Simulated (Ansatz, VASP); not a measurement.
Two plane-wave programs on SiSe4

```
Si Se
1.0
    -3.16145    3.16145    3.16145
     3.16145   -3.16145    3.16145
     3.16145    3.16145   -3.16145
Si Se
1 4
Direct
  0.00000 0.00000 0.00000
  0.42312 0.42312 0.42312
  0.57688 0.00000 0.00000
  0.00000 0.00000 0.57688
  0.00000 0.57688 0.00000
```

Change from the starting cell: species swapped into the GeF4 type (I-43m, No. 217).

Alike in both runs: functional PBE; k mesh 8 × 8 × 8; occupations gaussian, width 0.1 eV; no spin polarisation.

Ansatz relaxed the structure, and its values are those at the end. VASP's run is a single point on that final structure, the one shown.

|  | VASP | Ansatz |
| --- | --- | --- |
| version | VASP 6.6.1 | Ansatz 0.2.0 |
| potentials or method | VASP PAW PBE potentials, release 64 (Si, Se), cutoff 520 eV | scalar-relativistic, plane waves, PAW |
| valence electrons in the cell | 28 | 68 |

VASP gave:

```
gap on the k mesh at the Fermi level (eV) : none
pressure (GPa)                            : 0.1
rms of the force components (eV/Å)        : 0.013
```

Which values does Ansatz return?

gap on the k mesh at the Fermi level (eV): none; pressure (GPa): 0.0; rms of the force components (eV/Å): 0.006.

A gap of «none» marks a metal or a gap that the smearing closes. VASP's potentials hold 28 valence electrons a cell and Ansatz's 68, so a difference there can come from the potentials and not from the codes.
